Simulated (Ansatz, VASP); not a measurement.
# SiC in VASP and in Ansatz

```
CELL_PARAMETERS angstrom
0.01067 2.18957 2.16683
2.18957 0.01067 2.16683
2.20024 2.20024 0.00000
ATOMIC_POSITIONS crystal
Si 0.00049 0.00049 0.99951
C 0.24951 0.24951 0.25049
```

Change from the starting cell: strained cell.

Alike in both runs: functional PBEsol; k mesh 10 × 10 × 10; occupations gaussian, width 0.02 eV; no spin polarisation.

Ansatz relaxed the structure, and its values are those at the end. VASP's run is a single point on that final structure, the one shown.

```csv
,VASP,Ansatz
version,VASP 6.6.1,Ansatz 0.2.0
potentials or method,"VASP PAW PBE potentials, release 64 (Si, C), cutoff 600 eV","scalar-relativistic, plane waves, PAW"
valence electrons in the cell,8,8
```

VASP gave:

| Property | Result |
| --- | --- |
| gap on the k mesh at the Fermi level (eV) | 1.12 |
| least direct gap on the mesh (eV) | 4.36 |
| pressure (GPa) | -0.8 |

**Question.** Estimate Ansatz's values.

**Answer.** gap on the k mesh at the Fermi level (eV): 1.13; least direct gap on the mesh (eV): 4.37; pressure (GPa): -1.1.

VASP's potentials were made for PBE, not for PBEsol, and Ansatz warns of the same on its side. The functional is the same, so the differences come from potentials, cutoffs and numerics. Ansatz's warnings: stress scf threshold loose.
